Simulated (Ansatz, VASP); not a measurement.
AgCl in VASP and in Ansatz

```xyz
2
Lattice="0.0000 2.6900 2.8147 2.6900 0.0000 2.8147 2.6900 2.6900 0.0000" Properties=species:S:1:pos:R:3 pbc="T T T"
Ag    2.6900    2.6900    2.8147
Cl    0.0000    0.0000    0.0000
```

Change from the starting cell: strain -0.030 along x and y, +0.015 along z, atoms carried along.

Alike in both runs: task single point; functional r2SCAN; k mesh 8 × 8 × 8; occupations gaussian, width 0.05 eV; no spin polarisation.

```csv
,VASP,Ansatz
version,VASP 6.6.1,Ansatz 0.2.0
potentials or method,"VASP PAW PBE potentials, release 64 (Ag, Cl), cutoff 520 eV","scalar-relativistic, plane waves, PAW"
valence electrons in the cell,18,26
```

|  | VASP | Ansatz | Ansatz less VASP |
| --- | --- | --- | --- |
| gap on the k mesh at the Fermi level (eV) | 1.28 | 1.33 | +0.053 |
| least direct gap on the mesh (eV) | 3.87 | 3.92 | +0.045 |
| pressure (GPa) | 2.7 | 2.8 | +0.07 |
| traceless stress, the component that is largest in VASP (GPa) | -1.36 | -1.38 | -0.018 |

VASP's potentials were made for PBE, not for r2SCAN. VASP's potentials hold 18 valence electrons a cell and Ansatz's 26, so a difference there can come from the potentials and not from the codes.
